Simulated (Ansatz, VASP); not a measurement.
**One calculation of Mg3CdTe4, two programs**

```xyz
8
Lattice="4.6276 0.0000 0.0000 -2.3138 4.0076 0.0000 0.0000 0.0000 15.0715" Properties=species:S:1:pos:R:3 pbc="T T T"
Mg    0.0000    2.6718   15.0621
Mg    2.3138    1.3359    3.7229
Mg    2.3138    1.3359   11.3214
Cd    0.0000    2.6718    7.5535
Te    0.0000    2.6718    2.8139
Te    0.0000    2.6718   10.4187
Te    2.3138    1.3359    6.5505
Te    2.3138    1.3359   14.1469
```

Alike in both runs: functional PBE; k mesh 6 × 6 × 2; occupations gaussian, width 0.02 eV; no spin polarisation.

Ansatz relaxed the structure, and its values are those at the end. VASP's run is a single point on that final structure, the one shown.

```csv
,VASP,Ansatz
version,VASP 6.6.1,Ansatz 0.2.0
potentials or method,"VASP PAW PBE potentials, release 64 (Mg, Cd, Te), cutoff 520 eV","scalar-relativistic, plane waves, PAW"
valence electrons in the cell,42,114
```

```tsv
	VASP	Ansatz	Ansatz less VASP
gap on the k mesh at the Fermi level (eV)	1.58	1.59	+0.005
least direct gap on the mesh (eV)	1.58	1.59	+0.005
pressure (GPa)	0.0	0.0	-0.02
rms of the force components (eV/Å)	0.005	0.001	-0.0043
```

The functional is the same, so the differences come from potentials, cutoffs and numerics. VASP's potentials hold 42 valence electrons a cell and Ansatz's 114, so a difference there can come from the potentials and not from the codes.

Neither program's run includes spin-orbit coupling.
